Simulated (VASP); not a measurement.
# GaTe3S: single point with PBE

Crystal: GaTe3S.

```
Ga Te S
1.0
     4.19976    0.00000    0.00000
     0.00000    4.19976    0.00000
     0.00000    0.00000    8.19766
Ga Te S
1 3 1
Direct
  0.00000 0.00000 0.38461
  0.50000 0.00000 0.09823
  0.00000 0.50000 0.09823
  0.50000 0.50000 0.86290
  0.50000 0.50000 0.24565
```

- Program: VASP 6.6.1
- Task: single point
- Functional: PBE
- Potentials or basis: VASP PAW PBE potentials, release 64 (Ga_d, Te, S)
- Cutoff: 520 eV
- k mesh: 4 × 4 × 2
- Occupations: gaussian, width 0.1 eV
- Spin: no spin polarisation
- Dipole correction: no
- Further INCAR settings: ALGO = Normal; EDIFF = 1e-06; NBANDS = 26

- Pressure: 22.5 GPa
- Largest force: 6.512 eV/Å

Forces in eV/Å, atoms in the order of the input:
```
Ga   0.000  0.000  0.580
Te   0.000  0.000 -0.922
Te   0.000  0.000 -0.922
Te   0.000  0.000 -5.247
S    0.000  0.000  6.512
```

Stress tensor (GPa, compression positive):
```
23.41  0.00  0.00
 0.00 23.41  0.00
 0.00  0.00 20.58
```

Levels at points of the mesh, in eV from the Fermi level:
```csv
k point,band 14,band 15,band 16,band 17,band 18,band 19,band 20,band 21,band 22,band 23
"(0.00, 0.00, 0.00)",-3.43,-3.43,-3.28,-2.69,-1.10,-1.10,-0.99,0.91,0.91,2.30
"(0.50, 0.00, 0.00)",-4.25,-3.44,-3.35,-2.81,-1.43,-1.34,0.98,1.23,1.61,2.00
"(0.50, 0.50, 0.00)",-4.86,-2.12,-2.06,-2.06,0.34,0.93,0.93,1.05,2.21,2.52
"(0.00, 0.00, 0.50)",-3.56,-3.45,-3.45,-2.70,-1.11,-1.11,0.11,1.08,1.08,2.13
"(0.50, 0.00, 0.50)",-4.25,-3.59,-3.22,-2.83,-1.78,-1.66,0.64,1.57,1.67,1.96
"(0.50, 0.50, 0.50)",-4.89,-2.35,-1.88,-1.88,0.74,0.75,0.75,1.05,2.12,2.12
```

Wall time 74 s on 1 thread of AMD EPYC 7571 (shared host), peak memory 0.22 GiB.

Caveat: the k points lie up to 0.38 Å⁻¹ apart; spin-orbit coupling is left out, which moves the levels of the heavy elements; forces of over 1 eV/Å act on the atoms, so gaps and moduli don't describe the material at rest.
